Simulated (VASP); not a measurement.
A run of VASP 6.6.1 is set up as follows.

File INCAR:

```
PREC     = Accurate       # precision mode
ENCUT    = 520            # plane-wave cutoff, eV
EDIFF    = 1E-6           # SCF threshold, eV
ISMEAR   = 0              # smearing method
SIGMA    = 0.1            # smearing width, eV
LREAL    = False          # projectors in reciprocal space
LASPH    = True           # aspherical terms in the spheres
NELM     = 100            # most SCF steps
ALGO     = Normal         # electronic algorithm
ISIF     = 2              # what is computed and relaxed
LWAVE    = False          # write WAVECAR
LCHARG   = False          # write CHGCAR
GGA      = PE             # functional
NBANDS   = 18             # bands
```

KPOINTS

```
regular mesh
0
Gamma
  6 6 4
```

File POSCAR:

```
NaH2
1.0
    2.7774173208     -4.2490226826      0.0000000000
    2.7774173208      4.2490226826      0.0000000000
    0.0000000000      0.0000000000      4.6495773703
Na H
2 4
Direct
    0.6711584425      0.3288415575      0.2500000000
    0.3288415575      0.6711584425      0.7500000000
    0.0555017914      0.0841269773      0.2500000000
    0.9158730227      0.9444982086      0.2500000000
    0.0841269773      0.0555017914      0.7500000000
    0.9444982086      0.9158730227      0.7500000000
```

Potentials or basis: VASP PAW PBE potentials, release 64 (Na_pv, H).

Run with:

```bash
$ cat potpaw_PBE.64/Na_pv/POTCAR potpaw_PBE.64/H/POTCAR > POTCAR
$ mpirun -np 1 vasp_std > vasp.out
```

What does it give for the band gap on the k mesh?

Zero (bands 9 and 10 overlap by 1.16 eV).

Estimate the largest force.

0.022 eV/Å.

What does it give for the pressure?

0.0 GPa.

Forces in eV/Å, atoms in the order of the input:
```
Na   0.000  0.002  0.000
Na   0.000 -0.002  0.000
H   -0.022  0.002  0.000
H    0.022  0.002  0.000
H   -0.022 -0.002  0.000
H    0.022 -0.002  0.000
```
